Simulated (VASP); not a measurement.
Runs of VASP 6.6.1 on Os. The structure is that of space group P6_3/mmc (No. 194), or close to it. The cells are those of the table. 

| task | level | potentials or basis | cell | k mesh | cutoff (eV) | gap on the mesh (eV) | pressure (GPa) |
| --- | --- | --- | --- | --- | --- | --- | --- |
| relaxation of cell and atoms | PBEsol | VASP PAW PBE potentials, release 64 (Os) | relaxed to 20 GPa from a = 2.734, b = 2.734, c = 4.320 Å, angles 90.0, 90.0, 120.0°, 2 atoms | 11 × 11 × 6 | 600 | none | 20.0 |
| single point | revPBE+D3(BJ) | VASP PAW PBE potentials, release 64 (Os) | a = 2.716, b = 2.716, c = 4.291 Å, angles 90.0, 90.0, 120.0°, 2 atoms | 11 × 11 × 6 | 520 | none | 6.4 |
| single point | LDA | VASP PAW LDA potentials, release 64 (Os) | a = 2.788, b = 2.788, c = 4.404 Å, angles 90.0, 90.0, 120.0°, 2 atoms | 11 × 11 × 6 | 520 | none | (a) |
| single point | LDA | VASP PAW LDA potentials, release 64 (Os) | a = 2.770, b = 2.770, c = 4.377 Å, angles 90.0, 90.0, 120.0°, 2 atoms | 11 × 11 × 6 | 520 | none | (b) |
| relaxation of cell and atoms | PBEsol | VASP PAW PBE potentials, release 64 (Os) | relaxed to 5 GPa from a = 2.734, b = 2.734, c = 4.320 Å, angles 90.0, 90.0, 120.0°, 2 atoms | 11 × 11 × 6 | 600 | none | 4.9 |
| single point | LDA | VASP PAW LDA potentials, release 64 (Os) | a = 2.678, b = 2.678, c = 4.232 Å, angles 90.0, 90.0, 120.0°, 2 atoms | 11 × 11 × 6 | 520 | none | 22.2 |
| single point | revPBE+D3(BJ) | VASP PAW PBE potentials, release 64 (Os) | a = 2.728, b = 2.728, c = 4.315 Å, angles 90.0, 90.0, 120.0°, 2 atoms | 11 × 11 × 6 | 520 | none | -0.1 |
| single point | PBEsol | VASP PAW PBE potentials, release 64 (Os) | a = 2.724, b = 2.724, c = 4.306 Å, angles 90.0, 90.0, 120.0°, 2 atoms | 11 × 11 × 6 | 520 | none | 2.5 |
| single point | PBEsol | VASP PAW PBE potentials, release 64 (Os) | a = 2.625, b = 2.625, c = 4.320 Å, angles 90.0, 90.0, 120.0°, 2 atoms | 10 × 10 × 5 | 520 | none | 41.1 |
| single point | PBEsol | VASP PAW PBE potentials, release 64 (Os) | a = 2.688, b = 2.688, c = 4.257 Å, angles 90.0, 90.0, 120.0°, 2 atoms | 11 × 11 × 6 | 520 | none | 21.2 |
| single point | PBEsol | VASP PAW PBE potentials, release 64 (Os) | a = 2.707, b = 2.707, c = 4.283 Å, angles 90.0, 90.0, 120.0°, 2 atoms | 11 × 11 × 6 | 520 | none | 10.8 |

Alike in all rows: no spin polarisation; smearing fermi-dirac 0.05 eV.

Question: Estimate the missing entries.

Answer: (a) -28.8; (b) -22.6.

Caveats: spin-orbit coupling is left out, which moves the levels of the heavy elements; the PAW data sets were made with another functional, which shifts forces and pressure a little (at least some runs); the cell stands under pressure (at least some runs); the cell is relaxed towards a set pressure, so the run minimises the enthalpy, not the energy (at least some runs); the cell stands under tension (at least some runs).

A k mesh can miss the band edges, and the runs leave out spin-orbit coupling on Os.

A gap of «none» marks levels without a gap at the run's occupations.
